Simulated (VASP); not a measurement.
AlN:

```xyz
2
Lattice="0.0000 2.0345 2.0345 2.0345 0.0000 2.0345 2.0345 2.0345 0.0000" Properties=species:S:1:pos:R:3 pbc="T T T"
Al    2.0345    2.0345    2.0345
N     0.0000    0.0000    0.0000
```

```yaml
Program: VASP 6.6.1
Task: relaxation of cell and atoms
Functional: LDA
Potentials_or_basis: VASP PAW LDA potentials, release 64 (Al, N)
Cutoff: 600 eV
k_mesh: 11 × 11 × 11
Occupations: fermi-dirac, width 0.05 eV
Spin: no spin polarisation
```

At the start: pressure -10.5 GPa; volume 8.42 Å³/atom.

Task: Where does the relaxation end?

Result: Over 3 steps the energy falls by 11.6 meV/atom and the volume is 8.08 Å³/atom (-4.0 %); space group Fm-3m (No. 225, to 0.05 Å).

The path:
```
step  energy change (eV)  largest force (eV/Å)  pressure (GPa)  volume (Å³)
   1              0.0000                0.0000          -10.53        16.84
   2             -0.0005                0.0000           11.97        15.53
   3             -0.0232                0.0000           -0.08        16.16
```

Final structure:
```
Al N
1.0
     0.00000    2.00681    2.00681
     2.00681    0.00000    2.00681
     2.00681    2.00681    0.00000
Al N
1 1
Direct
  0.50000 0.50000 0.50000
  0.00000 0.00000 0.00000
```
